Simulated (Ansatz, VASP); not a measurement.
## Two plane-wave programs on KTaO3

Contents of POSCAR:

```
KTaO3
1.0
    4.0699337251      0.0000000000      0.0000000000
    0.0000000000      4.0699337251      0.0000000000
    0.0000000000      0.0000000000      3.9633012870
K Ta O
1 1 3
Direct
    0.0000000000      0.0000000000      0.0000000000
    0.5000000000      0.5000000000      0.5000000000
    0.5000000000      0.5000000000      0.0000000000
    0.5000000000      0.0000000000      0.5000000000
    0.0000000000      0.5000000000      0.5000000000
```

Contents of INCAR.step1:

```
PREC     = Accurate       # precision mode
ENCUT    = 520            # plane-wave cutoff, eV
ISMEAR   = 0              # smearing method
SIGMA    = 0.01           # smearing width, eV
LREAL    = F              # projectors in reciprocal space
LASPH    = T              # aspherical terms in the spheres
NELM     = 150            # most SCF steps
MAGMOM   = 0 0 0 0 0 0 0 0 0 0 0 0 0 0 0 # initial moments
LSORBIT  = T              # spin-orbit coupling
GGA_COMPAT= F            
LMAXMIX  = 4              # l up to which the mixer works
NBANDS   = 53             # bands
GGA      = PE             # functional
ALGO     = Normal         # electronic algorithm
EDIFF    = 1E-4           # SCF threshold, eV
LWAVE    = T              # write WAVECAR
LCHARG   = F              # write CHGCAR
```

The input INCAR.step2:

```
PREC     = Accurate       # precision mode
ENCUT    = 520            # plane-wave cutoff, eV
EDIFF    = 1E-6           # SCF threshold, eV
ISMEAR   = 0              # smearing method
SIGMA    = 0.01           # smearing width, eV
LREAL    = F              # projectors in reciprocal space
LASPH    = T              # aspherical terms in the spheres
NELM     = 150            # most SCF steps
ALGO     = Normal         # electronic algorithm
ISIF     = 2              # what is computed and relaxed
LWAVE    = F              # write WAVECAR
LCHARG   = F              # write CHGCAR
MAGMOM   = 0 0 0 0 0 0 0 0 0 0 0 0 0 0 0 # initial moments
LORBIT   = 11             # projections on sites
LSORBIT  = T              # spin-orbit coupling
GGA_COMPAT= F            
LORBMOM  = T            
LMAXMIX  = 4              # l up to which the mixer works
METAGGA  = R2SCAN         # meta-GGA
LMIXTAU  = T            
NBANDS   = 53             # bands
ISTART   = 1
```

Contents of KPOINTS:

```
Automatic mesh
0
Gamma
  6 6 6
```

Input for Ansatz:

```yaml
crystal:
  lattice:
    - [4.0699337251, 0.0, 0.0]
    - [0.0, 4.0699337251, 0.0]
    - [0.0, 0.0, 3.963301287]
  atoms:
    - { symbol: K, position: [0.0, 0.0, 0.0] }
    - { symbol: Ta, position: [0.5, 0.5, 0.5] }
    - { symbol: O, position: [0.5, 0.5, 0.0] }
    - { symbol: O, position: [0.5, 0.0, 0.5] }
    - { symbol: O, position: [0.0, 0.5, 0.5] }
kpoints:
  mp_grid: { grid: [6, 6, 6] }
  band_path:
    path: [[0.0, 0.0, 0.0], [0.0, 0.5, 0.0], [0.5, 0.5, 0.0], [0.5, 0.5, 0.5]]
    npoints: 1
hamiltonian:
  xc: r2scan
scf:
  occupations: { method: fixed }
  n_extra_bands: 10
magnetization:
  noncollinear: true
  spin_orbit: true
output:
  forces: true
  stress: true
  eigenvalues: true
```

Change from the starting cell: epitaxial_xy strain +2.0%.

Alike in both runs: task single point; functional r2SCAN; k mesh 6 × 6 × 6; non-collinear spin, spin-orbit coupling.

|  | VASP | Ansatz |
| --- | --- | --- |
| version | VASP 6.6.1 | Ansatz 0.2.0 |
| potentials or method | VASP PAW PBE potentials, release 64 (K_sv, Ta_pv, O) | plane waves, PAW |
| plane-wave cutoff (eV) | 520 | 500 |
| occupations | gaussian, width 0.01 eV | fixed |
| valence electrons in the cell | 38 | 40 |

```csv
,VASP,Ansatz,Ansatz less VASP
pressure (GPa),-5.2,-6.3,-1.16
"traceless stress, the component that is largest in VASP (GPa)",6.19,6.06,-0.129
```

VASP's potentials were made for PBE, not for r2SCAN. VASP's potentials hold 38 valence electrons a cell and Ansatz's 40, so a difference there can come from the potentials and not from the codes.
